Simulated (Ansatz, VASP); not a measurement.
**Sr4NbO: VASP beside Ansatz**

```
CELL_PARAMETERS angstrom
0.00000 4.89473 4.89473
4.89473 0.00000 4.89473
4.89473 4.89473 0.00000
ATOMIC_POSITIONS crystal
Sr 0.87545 0.37366 0.87545
Sr 0.87545 0.87545 0.87545
Sr 0.37366 0.87545 0.87545
Sr 0.87545 0.87545 0.37366
Nb 0.25000 0.25000 0.25000
O 0.50000 0.50000 0.50000
```

Change from the starting cell: species swapped into the SrCaAl4 type (F-43m, No. 216).

Alike in both runs: functional PBE; k mesh 4 × 4 × 4; occupations gaussian, width 0.1 eV; collinear spin.

Ansatz relaxed the structure, and its values are those at the end. VASP's run is a single point on that final structure, the one shown.

```csv
,VASP,Ansatz
version,VASP 6.6.1,Ansatz 0.2.0
potentials or method,"VASP PAW PBE potentials, release 64 (Sr_sv, Nb_sv, O), cutoff 520 eV","scalar-relativistic, plane waves, PAW"
valence electrons in the cell,59,59
```

Ansatz gave:

```
gap on the k mesh at the Fermi level (eV)                     : none
pressure (GPa)                                                : 0.1
rms of the force components (eV/Å)                            : 0.004
net moment per atom (μB)                                      : 0.72
size of the moment on the site where the two differ most (μB) : 3.31
```

Q: Estimate VASP's values.

A: gap on the k mesh at the Fermi level (eV): none; pressure (GPa): 0.1; rms of the force components (eV/Å): 0.004; net moment per atom (μB): 0.72; size of the moment on the site where the two differ most (μB): 2.37.

Site moments also hang on the region over which each program counts them. A gap of «none» marks a metal or a gap that the smearing closes. Ansatz's warnings: no starting moments.
